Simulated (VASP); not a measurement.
# B2O (P-3m1) in VASP: notebook, part 2 of 3

VASP 6.6.1.

## 3. Single point, PBE+D3(BJ) (7.96 Å³/atom)

Input file INCAR:

```
ALGO     = Fast           # electronic algorithm
EDIFF    = 1E-7           # SCF threshold, eV
ENCUT    = 520            # plane-wave cutoff, eV
GGA      = PE             # functional
ISIF     = 2              # what is computed and relaxed
ISMEAR   = 0              # smearing method
IVDW     = 12             # dispersion correction
LASPH    = True           # aspherical terms in the spheres
LCHARG   = False          # write CHGCAR
LREAL    = False          # projectors in reciprocal space
LWAVE    = False          # write WAVECAR
NBANDS   = 21             # bands
NELM     = 100            # most SCF steps
PREC     = Accurate       # precision mode
SIGMA    = 0.15           # smearing width, eV
```

Input file KPOINTS:

```
k-points
0
Gamma
  21 21 6
```

Input file POSCAR:

```
B2O
1.0
    2.5393922807      0.0000000000      0.0000000000
   -1.2696961403      2.1991782252      0.0000000000
    0.0000000000      0.0000000000      8.5574980467
B O
4 2
Direct
    0.0000000000      0.0000000000      0.4099026039
    0.0000000000      0.0000000000      0.5900973961
    0.6666666667      0.3333333333      0.0293462865
    0.3333333333      0.6666666667      0.9706537135
    0.6666666667      0.3333333333      0.3525784977
    0.3333333333      0.6666666667      0.6474215023
```

Potentials or basis: VASP PAW PBE potentials, release 64 (B, O).

Launch:

```console
> cat potpaw_PBE.64/B/POTCAR potpaw_PBE.64/O/POTCAR > POTCAR
> mpirun -np 1 vasp_std > vasp.out
```

OUTCAR:

```text
EDIFF = 1E-7
   ENCUT = 520
   GGA = PE
   ISIF = 2
   ISMEAR = 0
   IVDW = 12
   LASPH = True
   LREAL = False
   NELM = 100
   PREC = Accurate
 IVDW          = 12

 ion  position               nearest neighbor table
   1  0.000  0.000  0.410-   2 1.54   5 1.55   5 1.55   5 1.55
   2  0.000  0.000  0.590-   1 1.54   6 1.55   6 1.55   6 1.55
   3  0.667  0.333  0.029-   4 1.55   4 1.55   4 1.55
   4  0.333  0.667  0.971-   3 1.55   3 1.55   3 1.55
   5  0.667  0.333  0.353-   1 1.55   1 1.55   1 1.55
   6  0.333  0.667  0.647-   2 1.55   2 1.55   2 1.55

  LATTYP: Found a hexagonal cell.
 ALAT       =     2.5393922807
 C/A-ratio  =     3.3699000000

  Lattice vectors:

 A1 = (   2.5393922807,   0.0000000000,   0.0000000000)
 A2 = (  -1.2696961403,   2.1991782252,   0.0000000000)
 A3 = (   0.0000000000,   0.0000000000,   8.5574980467)

Analysis of symmetry for initial positions (statically):
=====================================================================
 Subroutine PRICEL returns:
 Original cell was already a primitive cell.

 Routine SETGRP: Setting up the symmetry group for a
 hexagonal supercell.

 Subroutine GETGRP returns: Found 12 space group operations
 (whereof 12 operations were pure point group operations)
 out of a pool of 24 trial point group operations.

The static configuration has the point symmetry D_3d.

Analysis of symmetry for dynamics (positions and initial velocities):
=====================================================================
 Subroutine PRICEL returns:
 Original cell was already a primitive cell.

 Routine SETGRP: Setting up the symmetry group for a
 hexagonal supercell.

 Subroutine GETGRP returns: Found 12 space group operations
 (whereof 12 operations were pure point group operations)
 out of a pool of 24 trial point group operations.

The dynamic configuration has the point symmetry D_3d.

 Subroutine INISYM returns: Found 12 space group operations
 (whereof 12 operations are pure point group operations),
 and found     1 'primitive' translations

----------------------------------------------------------------------------------------

                                     Primitive cell

  volume of cell :      47.7900

  direct lattice vectors                    reciprocal lattice vectors
     2.539392281  0.000000000  0.000000000     0.393795007  0.227357653  0.000000000
    -1.269696140  2.199178225  0.000000000     0.000000000  0.454715306  0.000000000
     0.000000000  0.000000000  8.557498047     0.000000000  0.000000000  0.116856585

  length of vectors
     2.539392281  2.539392281  8.557498047     0.454715306  0.454715306  0.116856585

  position of ions in fractional coordinates (direct lattice)
     0.000000000  0.000000000  0.409902604
     0.000000000  0.000000000  0.590097396
     0.666666667  0.333333333  0.029346287
     0.333333333  0.666666667  0.970653713
     0.666666667  0.333333333  0.352578498
     0.333333333  0.666666667  0.647421502

  ion indices of the primitive-cell ions
   primitive index   ion index
                 1           1
                 2           2
                 3           3
                 4           4
                 5           5
                 6           6

[... 32 lines left out ...]
  0.190476 -0.000000  0.000000      6.000000
  0.238095  0.000000  0.000000      6.000000
[... 16 lines left out ...]
  0.142857  0.095238  0.000000     12.000000
  0.190476  0.095238  0.000000     12.000000
 [... further k-points ...]
   k-points           NKPTS =    266   k-points in BZ     NKDIM =    266   number of bands    NBANDS=     21
   number of dos      NEDOS =    301   number of ions     NIONS =      6
   total plane-waves  NPLWV =  25600
   dimension x,y,z NGX =    20 NGY =   20 NGZ =   64
   dimension x,y,z NGXF=    40 NGYF=   40 NGZF=  128
   ions per type =               4   2
   NGX,Y,Z   is equivalent  to a cutoff of  13.09, 13.09, 12.43 a.u.
   NGXF,Y,Z  is equivalent  to a cutoff of  26.19, 26.19, 24.87 a.u.
 SYSTEM =  unknown system
   PREC   = accura    normal or accurate (medium, high low for compatibility)
   ISTART =      0    job   : 0-new  1-cont  2-samecut
   ICHARG =      2    charge: 1-file 2-atom 10-const
   ISPIN  =      1    spin polarized calculation?
   LNONCOLLINEAR =      F non collinear calculations
   LSORBIT =      F    spin-orbit coupling
   LASPH  =      T    aspherical Exc in radial PAW
   ENCUT  =  520.0 eV  38.22 Ry    6.18 a.u.   4.72  4.72 15.91*2*pi/ulx,y,z
   NELM   =    100;   NELMIN=  2; NELMDL= -5     # of ELM steps
   EDIFF  = 0.1E-06   stopping-criterion for ELM
   LREAL  =      F    real-space projection
   EDIFFG = 0.1E-05   stopping-criterion for IOM
   NSW    =      0    number of steps for IOM
   IBRION =     -1    ionic relax: 0-MD 1-quasi-New 2-CG
   NFREE  =      0    steps in history (QN), initial steepest desc. (CG)
   ISIF   =      2    stress and relaxation
   ISYM   =      2    0-nonsym 1-usesym 2-fastsym
   POTIM  = 0.5000    time-step for ionic-motion
   TEBEG  =    0.0;   TEEND  =   0.0 temperature during run
   PSTRESS=    0.0 pullay stress
   NELECT =      24.0000    total number of electrons
   NUPDOWN=      -1.0000    fix difference up-down
   EMIN   =  10.00;   EMAX   =-10.00  energy-range for DOS
   EFERMI =   0.00;   METHOD = LEGACY
   ISMEAR =     0;   SIGMA  =   0.15  broadening in eV -4-tet -1-fermi 0-gaus
   EFERMI_NEDOS =   21; number of points for ismear=-14 and -15
   IALGO  =     68    algorithm
   IMIX   =      4    mixing-type and parameters
     AMIX     =   0.40;   BMIX     =  1.00
     AMIX_MAG =   1.60;   BMIX_MAG =  1.00
  volume/ion in A,a.u.               =       7.96        53.75
  Fermi-wavevector in a.u.,A,eV,Ry     =   1.301266  2.459037 23.038669  1.693294
  Thomas-Fermi vector in A             =   2.432411
   LORBIT       =      0    0 simple, 1 ext, 2 COOP (PROOUT), +10 PAW based schemes
   GGA     = PE    functional components
   LHFCALC =     F    Hartree Fock is set to
   AEXX    =    0.0000 exact exchange contribution
   IVDW    =    12    specifies the selected vdW correction
   LEPSILON=     F    determine dielectric tensor
   LRPA    =     F    only Hartree local field effects (RPA)
 non-spin polarized calculation
 RMM-DIIS sequential band-by-band and
 Gauss-broadening in eV      SIGMA  =   0.15
  energy-cutoff  :      520.00
  volume of cell :       47.79
 maximum number of plane-waves:      1303
   NGX =  9   NGY =  9   NGZ = 31

 number of electron      23.9999992 magnetization

 Free energy of the ion-electron system (eV)
  ---------------------------------------------------
  ext. energy  EPLUGINS =         0.00000000
  ---------------------------------------------------
  free energy    TOTEN  =       -38.85097708 eV

  energy without entropy =      -38.83948854  energy(sigma->0) =      -38.84523281

 E-fermi :   5.6280     XC(G=0): -10.9156

 val. band max:        5.6256218481   @ k =   0.1429   0.1429   0.5000
 cond. band min:       5.6593180887   @ k =   0.3810   0.0476   0.3333
 fundamental gap:      0.0336962407
 Fermi energy:         5.6279954030

 k-point     1 :       0.0000    0.0000    0.0000
  band No.  band energies     occupation
      1     -19.4519      2.00000
      2     -18.4769      2.00000
      3      -7.3754      2.00000
      4      -6.0805      2.00000
      5      -1.5859      2.00000
      6      -0.8322      2.00000
[... 565 lines left out ...]
     20      16.9553      0.00000
     21      17.4715      0.00000

 [... further k-points ...]

------------------------ aborting loop because EDIFF is reached ----------------------------------------

 Edisp (eV)   -0.91231

 E8    (eV) :    -0.2795

  FORCE on cell =-STRESS in cart. coord.  units (eV):
  Direction    XX          YY          ZZ          XY          YZ          ZX
  --------------------------------------------------------------------------------------
  -------------------------------------------------------------------------------------
  Total       3.73689     3.73689    10.28367     0.00000     0.00000     0.00000
  in kB     125.28047   125.28047   344.76394     0.00000     0.00000     0.00000
  external pressure =      198.44 kB  Pullay stress =        0.00 kB

 VOLUME and BASIS-vectors are now :
 -----------------------------------------------------------------------------
  energy-cutoff  :      520.00
  volume of cell :       47.79
      direct lattice vectors                 reciprocal lattice vectors
     2.539392281  0.000000000  0.000000000     0.393795007  0.227357653  0.000000000
    -1.269696140  2.199178225  0.000000000     0.000000000  0.454715306  0.000000000
     0.000000000  0.000000000  8.557498047     0.000000000  0.000000000  0.116856585

 POSITION                                       TOTAL-FORCE (eV/Angst)
 -----------------------------------------------------------------------------------
      0.00000      0.00000      3.50774         0.000000      0.000000     -3.098397
      0.00000      0.00000      5.04976         0.000000     -0.000000      3.098397
      1.26970      0.73306      0.25113         0.000000     -0.000000      0.340846
     -0.00000      1.46612      8.30637         0.000000      0.000000     -0.340846
      1.26970      0.73306      3.01719        -0.000000     -0.000000     -1.669135
     -0.00000      1.46612      5.54031         0.000000      0.000000      1.669135
 -----------------------------------------------------------------------------------
    total drift:                                0.000000     -0.000000      0.000000

  FREE ENERGIE OF THE ION-ELECTRON SYSTEM (eV)
  ---------------------------------------------------
  free  energy   TOTEN  =       -39.7632868363 eV

  energy  without entropy=      -39.7517982992  energy(sigma->0) =      -39.75754257
```

It took 3 min on 1 thread of Oxide Virtual Turin-like, shared host; peak memory 0.29 GiB.

Results:

```
Free energy                : -39.7633 eV
Pressure                   : 19.8 GPa
Largest force              : 3.098 eV/Å
Band gap on the k mesh     : zero (bands 12 and 13 overlap by 4.30 eV)
Dispersion energy per atom : -0.152 eV
```

Forces on the atoms (eV/Å):
```
B    0.000  0.000 -3.098
B    0.000  0.000  3.098
B    0.000  0.000  0.341
B    0.000  0.000 -0.341
O    0.000  0.000 -1.669
O    0.000  0.000  1.669
```

Levels at points of the mesh, in eV from the Fermi level:
| k point | band 9 | band 10 | band 11 | band 12 | band 13 | band 14 | band 15 | band 16 |
| --- | --- | --- | --- | --- | --- | --- | --- | --- |
| (0.00, 0.00, 0.00) | -6.28 | -3.95 | -1.72 | 3.57 | 3.57 | 4.39 | 4.50 | 5.36 |
| (0.00, 0.00, 0.50) | -6.28 | -4.91 | -1.06 | 3.57 | 3.57 | 3.92 | 5.04 | 5.37 |

Caveat: the stress differs along the axes, from 13 to 34 GPa; forces of over 1 eV/Å act on the atoms, so gaps and moduli don't describe the material at rest.

(Part 2 of 3 ends here.)

The gap in the log of VASP goes by the Fermi energy; the results here count the filled bands.